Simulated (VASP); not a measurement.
Runs of VASP 6.6.1 on Y. The structure is that of space group Fd-3m (No. 227), or close to it. The cells are those of the table. This isn't the form of Y at room conditions, which is hcp.

```csv
task,cell,gap on the mesh (eV),pressure (GPa)
relaxation of cell and atoms,"relaxed to 20 GPa from a = 4.950 Å, angles 60.0°, 2 atoms",none,20.0
single point,"a = 4.464 Å, angles 60.0°, 2 atoms",none,5.1
relaxation of cell and atoms,"relaxed from a = 4.950 Å, angles 60.0°, 2 atoms",none,0.0
relaxation of cell and atoms,"relaxed to 5 GPa from a = 4.950 Å, angles 60.0°, 2 atoms",none,5.0
single point,"a = 5.025 Å, angles 60.0°, 2 atoms",none,0.0
single point,"a = 4.038 Å, angles 60.0°, 2 atoms",none,(a)
relaxation of cell and atoms,"relaxed to 10 GPa from a = 4.950 Å, angles 60.0°, 2 atoms",none,9.9
single point,"a = 4.238 Å, angles 60.0°, 2 atoms",none,10.1
```

Alike in all rows: level PBE; potentials or basis VASP PAW PBE potentials, release 64 (Y_sv); no spin polarisation; k mesh 6 × 6 × 6; cutoff (eV) 500; smearing fermi-dirac 0.1 eV.

Question: Estimate the missing entries.

Answer: (a) 20.1.

Caveats: the cell is relaxed towards a set pressure, so the run minimises the enthalpy, not the energy (at least some runs); the cell stands under pressure (at least some runs).

A k mesh can miss the band edges, and the runs leave out spin-orbit coupling on Y.

A gap of «none» marks levels without a gap at the run's occupations.
